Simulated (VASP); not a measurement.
# Cd2Cu (I4/mmm) in VASP: single point with PBE

Aim: the single point of Cd2Cu with PBE.

Everything below comes from runs of VASP 6.6.1. Logs are shortened: lines on timing, memory, paths and dates and some standing lists are left out, and cuts for length are marked.

### Step 1. The cell of the first run

The structure is tetragonal, space group I4/mmm (No. 139). Conventional cell: a = 3.464 Å, b = 3.464 Å, c = 12.030 Å, α = 90.00°, β = 90.00°, γ = 90.00°. Within 4.1 Å of Cu (site symmetry 4/mmm) lie 10 Cd at 3.12 to 4.09 Å and 4 Cu at 3.46 Å. Within 4.1 Å of Cd (site symmetry 4mm) lie 5 Cu at 3.12 to 4.09 Å and 9 Cd at 3.27 to 3.85 Å.

### Step 2. Single point, PBE

File INCAR:

```
  PREC = Accurate
  ENCUT = 520
  EDIFF = 1E-6
  ISMEAR = -1
  SIGMA = 0.0369
  LREAL = False
  LASPH = True
  NELM = 120
  ALGO = Normal
  ISIF = 2
  LWAVE = False
  LCHARG = False
  GGA = PE
  NBANDS = 24
  ISYM = -1
  GGA_COMPAT = False
```

File KPOINTS:

```
explicit points
63
Reciprocal
  0.10000000   0.10000000   0.10000000 2
  0.10000000   0.10000000   0.30000000 2
  0.10000000   0.10000000   0.50000000 2
  0.10000000   0.10000000   0.70000000 2
  0.10000000   0.10000000   0.90000000 2
  0.10000000   0.30000000   0.10000000 2
  0.10000000   0.30000000   0.30000000 2
  0.10000000   0.30000000   0.50000000 2
  0.10000000   0.30000000   0.70000000 2
  0.10000000   0.30000000   0.90000000 2
  0.10000000   0.50000000   0.10000000 2
  0.10000000   0.50000000   0.30000000 2
  0.10000000   0.50000000   0.50000000 2
  0.10000000   0.50000000   0.70000000 2
  0.10000000   0.50000000   0.90000000 2
  0.10000000   0.70000000   0.10000000 2
  0.10000000   0.70000000   0.30000000 2
  0.10000000   0.70000000   0.50000000 2
  0.10000000   0.70000000   0.70000000 2
  0.10000000   0.70000000   0.90000000 2
  0.10000000   0.90000000   0.10000000 2
  0.10000000   0.90000000   0.30000000 2
  0.10000000   0.90000000   0.50000000 2
  0.10000000   0.90000000   0.70000000 2
  0.10000000   0.90000000   0.90000000 2
  0.30000000   0.10000000   0.10000000 2
  0.30000000   0.10000000   0.30000000 2
  0.30000000   0.10000000   0.50000000 2
  0.30000000   0.10000000   0.70000000 2
  0.30000000   0.10000000   0.90000000 2
  0.30000000   0.30000000   0.10000000 2
  0.30000000   0.30000000   0.30000000 2
  0.30000000   0.30000000   0.50000000 2
  0.30000000   0.30000000   0.70000000 2
  0.30000000   0.30000000   0.90000000 2
  0.30000000   0.50000000   0.10000000 2
  0.30000000   0.50000000   0.30000000 2
  0.30000000   0.50000000   0.50000000 2
  0.30000000   0.50000000   0.70000000 2
  0.30000000   0.50000000   0.90000000 2
  0.30000000   0.70000000   0.10000000 2
  0.30000000   0.70000000   0.30000000 2
  0.30000000   0.70000000   0.50000000 2
  0.30000000   0.70000000   0.70000000 2
  0.30000000   0.70000000   0.90000000 2
  0.30000000   0.90000000   0.10000000 2
  0.30000000   0.90000000   0.30000000 2
  0.30000000   0.90000000   0.50000000 2
  0.30000000   0.90000000   0.70000000 2
  0.30000000   0.90000000   0.90000000 2
  0.50000000   0.10000000   0.10000000 2
  0.50000000   0.10000000   0.30000000 2
  0.50000000   0.10000000   0.50000000 2
  0.50000000   0.10000000   0.70000000 2
  0.50000000   0.10000000   0.90000000 2
  0.50000000   0.30000000   0.10000000 2
  0.50000000   0.30000000   0.30000000 2
  0.50000000   0.30000000   0.50000000 2
  0.50000000   0.30000000   0.70000000 2
  0.50000000   0.30000000   0.90000000 2
  0.50000000   0.50000000   0.10000000 2
  0.50000000   0.50000000   0.30000000 2
  0.50000000   0.50000000   0.50000000 1
```

File POSCAR:

```
Cd2Cu
1.0
    0.0000000000      3.4641770000      0.0000000000
    3.4641770000      0.0000000000      0.0000000000
    1.7320890000      1.7320890000     -6.0148720000
Cu Cd
1 2
Direct
    0.0000000000      0.0000000000      0.0000000000
    0.3400000000      0.3400000000      0.3200000000
    0.6600000000      0.6600000000      0.6800000000
```

Potentials or basis: VASP PAW PBE potentials, release 64 (Cu, Cd).

On the command line:

```bash
cat potpaw_PBE.64/Cu/POTCAR potpaw_PBE.64/Cd/POTCAR > POTCAR
mpirun -np 1 vasp_std > vasp.out
```

OUTCAR:

```text
PREC = Accurate
   ENCUT = 520
   EDIFF = 1E-6
   ISMEAR = -1
   LREAL = False
   LASPH = True
   NELM = 120
   ISIF = 2
   GGA = PE
   ISYM = -1

 ion  position               nearest neighbor table
   1  0.000  0.000  0.000-   3 3.12   2 3.12   3 3.12   2 3.12   2 3.12   3 3.12   3 3.12   2 3.12

   2  0.340  0.340  0.320-   1 3.12   1 3.12   1 3.12   1 3.12   3 3.27   3 3.27   3 3.27   3 3.27

   3  0.660  0.660  0.680-   1 3.12   1 3.12   1 3.12   1 3.12   2 3.27   2 3.27   2 3.27   2 3.27

IMPORTANT INFORMATION: All symmetrisations will be switched off!
NOSYMM: (Re-)initialisation of all symmetry stuff for point group C_1.

----------------------------------------------------------------------------------------

                                     Primitive cell

  volume of cell :      72.1816

  direct lattice vectors                    reciprocal lattice vectors
     0.000000000  3.464177000  0.000000000     0.000000000  0.288668853  0.083127312
     3.464177000  0.000000000  0.000000000     0.288668853  0.000000000  0.083127312
     1.732089000  1.732089000 -6.014872000     0.000000000  0.000000000 -0.166254577

  length of vectors
     3.464177000  3.464177000  6.494532299     0.300399495  0.300399495  0.166254577

  position of ions in fractional coordinates (direct lattice)
     0.000000000  0.000000000  0.000000000
     0.340000000  0.340000000  0.320000000
     0.660000000  0.660000000  0.680000000

  ion indices of the primitive-cell ions
   primitive index   ion index
                 1           1
                 2           2
                 3           3

----------------------------------------------------------------------------------------

 KPOINTS: explicit points

Read explicit list of k-points.

 Found     63 k-points:

 Following reciprocal coordinates:
            Coordinates               Weight
  0.100000  0.100000  0.100000      0.016000
  0.100000  0.100000  0.300000      0.016000
  0.100000  0.100000  0.500000      0.016000
  0.100000  0.100000  0.700000      0.016000
  0.100000  0.100000  0.900000      0.016000
  0.100000  0.300000  0.100000      0.016000
[... 16 lines left out ...]
  0.100000  0.900000  0.500000      0.016000
  0.100000  0.900000  0.700000      0.016000
 [... further k-points ...]
   k-points           NKPTS =     63   k-points in BZ     NKDIM =     63   number of bands    NBANDS=     24
   number of dos      NEDOS =    301   number of ions     NIONS =      3
   total plane-waves  NPLWV =  37632
   dimension x,y,z NGX =    28 NGY =   28 NGZ =   48
   dimension x,y,z NGXF=    56 NGYF=   56 NGZF=   96
   ions per type =               1   2
   NGX,Y,Z   is equivalent  to a cutoff of  13.44, 13.44, 12.29 a.u.
   NGXF,Y,Z  is equivalent  to a cutoff of  26.87, 26.87, 24.57 a.u.
 SYSTEM =  unknown system
   PREC   = accura    normal or accurate (medium, high low for compatibility)
   ISTART =      0    job   : 0-new  1-cont  2-samecut
   ICHARG =      2    charge: 1-file 2-atom 10-const
   ISPIN  =      1    spin polarized calculation?
   LNONCOLLINEAR =      F non collinear calculations
   LSORBIT =      F    spin-orbit coupling
   LASPH  =      T    aspherical Exc in radial PAW
   ENCUT  =  520.0 eV  38.22 Ry    6.18 a.u.   6.44  6.44 12.08*2*pi/ulx,y,z
   NELM   =    120;   NELMIN=  2; NELMDL= -5     # of ELM steps
   EDIFF  = 0.1E-05   stopping-criterion for ELM
   LREAL  =      F    real-space projection
   EDIFFG = 0.1E-04   stopping-criterion for IOM
   NSW    =      0    number of steps for IOM
   IBRION =     -1    ionic relax: 0-MD 1-quasi-New 2-CG
   NFREE  =      0    steps in history (QN), initial steepest desc. (CG)
   ISIF   =      2    stress and relaxation
   ISYM   =     -1    0-nonsym 1-usesym 2-fastsym
   POTIM  = 0.5000    time-step for ionic-motion
   TEBEG  =    0.0;   TEEND  =   0.0 temperature during run
   PSTRESS=    0.0 pullay stress
   NELECT =      35.0000    total number of electrons
   NUPDOWN=      -1.0000    fix difference up-down
   EMIN   =  10.00;   EMAX   =-10.00  energy-range for DOS
   EFERMI =   0.00;   METHOD = LEGACY
   ISMEAR =    -1;   SIGMA  =   0.04  broadening in eV -4-tet -1-fermi 0-gaus
   EFERMI_NEDOS =   21; number of points for ismear=-14 and -15
   IALGO  =     38    algorithm
   IMIX   =      4    mixing-type and parameters
     AMIX     =   0.40;   BMIX     =  1.00
     AMIX_MAG =   1.60;   BMIX_MAG =  1.00
  volume/ion in A,a.u.               =      24.06       162.37
  Fermi-wavevector in a.u.,A,eV,Ry     =   1.286141  2.430455 22.506204  1.654159
  Thomas-Fermi vector in A             =   2.418233
   LORBIT       =      0    0 simple, 1 ext, 2 COOP (PROOUT), +10 PAW based schemes
   GGA     = PE    functional components
   LHFCALC =     F    Hartree Fock is set to
   AEXX    =    0.0000 exact exchange contribution
   IVDW    =     0    specifies the selected vdW correction
   LEPSILON=     F    determine dielectric tensor
   LRPA    =     F    only Hartree local field effects (RPA)
 non-spin polarized calculation
  energy-cutoff  :      520.00
  volume of cell :       72.18
 maximum number of plane-waves:      1968
 NGX is ok and might be reduce to    28
   NGX = 13   NGY = 13   NGZ = 25

 number of electron      34.9999992 magnetization

 Free energy of the ion-electron system (eV)
  ---------------------------------------------------
  ext. energy  EPLUGINS =         0.00000000
  ---------------------------------------------------
  free energy    TOTEN  =        -4.26956405 eV

  energy without entropy =       -4.25943869  energy(sigma->0) =       -4.26450137

 E-fermi :   2.0867     XC(G=0): -10.0469

 val. band max:        2.0361706590   @ k =   0.1000   0.7000   0.3000
 cond. band min:       2.1000202890   @ k =   0.5000   0.5000   0.3000
 fundamental gap:      0.0638496301
 Fermi energy:         2.0866653657

 k-point     1 :       0.1000    0.1000    0.1000
  band No.  band energies     occupation
      1      -6.9064      2.00000
      2      -6.7753      2.00000
      3      -6.6542      2.00000
      4      -6.6206      2.00000
      5      -6.6008      2.00000
      6      -6.5138      2.00000
[... 16 lines left out ...]
     23      12.2785      0.00000
     24      12.5811      0.00000

 k-point     2 :       0.1000    0.1000    0.3000
  band No.  band energies     occupation
      1      -6.9105      2.00000
      2      -6.8033      2.00000
      3      -6.6507      2.00000
      4      -6.6300      2.00000
      5      -6.6184      2.00000
      6      -6.5051      2.00000
[... 16 lines left out ...]
     23      10.0890      0.00000
     24      12.5614      0.00000

 k-point     3 :       0.1000    0.1000    0.5000
  band No.  band energies     occupation
      1      -6.9169      2.00000
      2      -6.8390      2.00000
      3      -6.6509      2.00000
      4      -6.6419      2.00000
      5      -6.6383      2.00000
      6      -6.4985      2.00000
[... 16 lines left out ...]
     23      10.1469      0.00000
     24      11.4377      0.00000

 k-point     4 :       0.1000    0.1000    0.7000
  band No.  band energies     occupation
      1      -6.9169      2.00000
      2      -6.8390      2.00000
      3      -6.6509      2.00000
      4      -6.6419      2.00000
      5      -6.6383      2.00000
      6      -6.4985      2.00000
[... 16 lines left out ...]
     23      10.1469      0.00000
     24      11.4377      0.00000

 k-point     5 :       0.1000    0.1000    0.9000
  band No.  band energies     occupation
      1      -6.9105      2.00000
      2      -6.8033      2.00000
      3      -6.6507      2.00000
      4      -6.6300      2.00000
      5      -6.6184      2.00000
      6      -6.5051      2.00000
[... 16 lines left out ...]
     23      10.0890      0.00000
     24      12.5614      0.00000

 k-point     6 :       0.1000    0.3000    0.1000
  band No.  band energies     occupation
      1      -6.8336      2.00000
      2      -6.7030      2.00000
      3      -6.6679      2.00000
      4      -6.6280      2.00000
      5      -6.6088      2.00000
      6      -6.5370      2.00000
[... 16 lines left out ...]
     23      10.6783      0.00000
     24      12.3194      0.00000
[... 379 lines left out ...]
 k-point    21 :       0.1000    0.9000    0.1000
  band No.  band energies     occupation
      1      -6.9076      2.00000
      2      -6.7837      2.00000
      3      -6.6532      2.00000
      4      -6.6239      2.00000
      5      -6.6055      2.00000
      6      -6.5101      2.00000
[... 16 lines left out ...]
     23      11.4136      0.00000
     24      12.9340      0.00000

 k-point    22 :       0.1000    0.9000    0.3000
  band No.  band energies     occupation
      1      -6.9141      2.00000
      2      -6.8241      2.00000
      3      -6.6493      2.00000
      4      -6.6368      2.00000
      5      -6.6314      2.00000
      6      -6.5009      2.00000
[... 16 lines left out ...]
     23       9.3901      0.00000
     24      12.3454      0.00000

 k-point    23 :       0.1000    0.9000    0.5000
  band No.  band energies     occupation
      1      -6.9180      2.00000
      2      -6.8444      2.00000
      3      -6.6530      2.00000
      4      -6.6450      2.00000
      5      -6.6380      2.00000
      6      -6.4975      2.00000
[... 16 lines left out ...]
     23      10.5363      0.00000
     24      10.8621      0.00000

 k-point    24 :       0.1000    0.9000    0.7000
  band No.  band energies     occupation
      1      -6.9141      2.00000
      2      -6.8241      2.00000
      3      -6.6493      2.00000
      4      -6.6368      2.00000
      5      -6.6314      2.00000
      6      -6.5009      2.00000
[... 16 lines left out ...]
     23       9.3901      0.00000
     24      12.3458      0.00000

 [... further k-points ...]

------------------------ aborting loop because EDIFF is reached ----------------------------------------

  FORCE on cell =-STRESS in cart. coord.  units (eV):
  Direction    XX          YY          ZZ          XY          YZ          ZX
  --------------------------------------------------------------------------------------
  -------------------------------------------------------------------------------------
  Total       -4.2379533     -4.2379441     -3.1604377     -0.1372552     -0.0004837     -0.0004733
  in kB      -94.0676322    -94.0674274    -70.1505823     -3.0465816     -0.0107353     -0.0105066
  external PRESSURE =     -86.0952140 kB  Pullay stress =       0.0000000 kB

 VOLUME and BASIS-vectors are now :
 -----------------------------------------------------------------------------
  energy-cutoff  :      520.00
  volume of cell :       72.18
      direct lattice vectors                 reciprocal lattice vectors
     0.000000000  3.464177000  0.000000000     0.000000000  0.288668853  0.083127312
     3.464177000  0.000000000  0.000000000     0.288668853  0.000000000  0.083127312
     1.732089000  1.732089000 -6.014872000     0.000000000  0.000000000 -0.166254577

 POSITION                                       TOTAL-FORCE (eV/Angst)
 -----------------------------------------------------------------------------------
      0.00000      0.00000      0.00000         0.000001     -0.000001      0.000000
      1.73209      1.73209     -1.92476         0.000096      0.000101      0.593689
      3.46418      3.46418     -4.09011        -0.000098     -0.000101     -0.593689
 -----------------------------------------------------------------------------------
    total drift:                               -0.000001      0.000001     -0.000005

  FREE ENERGIE OF THE ION-ELECTRON SYSTEM (eV)
  ---------------------------------------------------
  free  energy   TOTEN  =        -4.2695640521 eV

  energy  without entropy=       -4.2594386948  energy(sigma->0) =       -4.26450137
```

It took 43 s on 1 thread of Intel Xeon 6975P-C (Granite Rapids), shared host; peak memory 0.25 GiB.

Results:

```
Free energy            : -4.2696 eV
Pressure               : -8.6 GPa
Largest force          : 0.594 eV/Å
Band gap on the k mesh : zero (an odd number of electrons rules out a gap without spin polarisation)
```

Forces in eV/Å, atoms in the order of the input:
```
Cu   0.000  0.000  0.000
Cd   0.000  0.000  0.594
Cd   0.000  0.000 -0.594
```

Caveat: the cell stands under tension.

The gap in the log of VASP goes by the Fermi energy; the results here count the filled bands.